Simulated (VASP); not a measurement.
A run of VASP 6.6.1 is set up as follows.

Contents of POSCAR:

```
CdF2
1.0
    0.0000000000      2.7468369436      2.7468369436
    2.7468369436      0.0000000000      2.7468369436
    2.7468369436      2.7468369436      0.0000000000
Cd F
1 2
Direct
    0.0000000000      0.0000000000      0.0000000000
    0.7500000000      0.7500000000      0.7500000000
    0.2500000000      0.2500000000      0.2500000000
```

Contents of INCAR.step1:

```
ALGO = Normal
EDIFF = 1E-5
ENCUT = 770
GGA = PE
GGA_COMPAT = F
ISMEAR = -1
LASPH = T
LCHARG = F
LREAL = F
LWAVE = T
NBANDS = 24
NELM = 120
PREC = Accurate
SIGMA = 0.05
```

INCAR.step2

```
ALGO = Normal
EDIFF = 1E-6
ENCUT = 770
GGA_COMPAT = F
ISIF = 2
ISMEAR = -1
ISTART = 1
LASPH = T
LCHARG = F
LMIXTAU = T
LREAL = F
LWAVE = F
METAGGA = R2SCAN
NBANDS = 24
NELM = 120
PREC = Accurate
SIGMA = 0.05
```

The input KPOINTS:

```
k-points
0
Gamma
  9 9 9
```

Potentials or basis: VASP PAW PBE potentials, release 64 (Cd_sv_GW, F).

The run is started by

```sh
$ cat potpaw_PBE.64/Cd_sv_GW/POTCAR potpaw_PBE.64/F/POTCAR > POTCAR
$ cp INCAR.step1 INCAR
$ mpirun -np 1 vasp_std > vasp.out
$ cp INCAR.step2 INCAR
$ mpirun -np 1 vasp_std > vasp.out
```

Problem. Estimate the band gap on the k mesh.

Solution. 3.60 eV (least direct gap 4.16 eV).

Problem. What does it give for the pressure?

Solution. -6.1 GPa.

Caveat: the cell stands under tension; the PAW data sets were made with another functional, which shifts forces and pressure a little; an odd mesh through Γ misses points on the zone boundary, where band edges can lie.
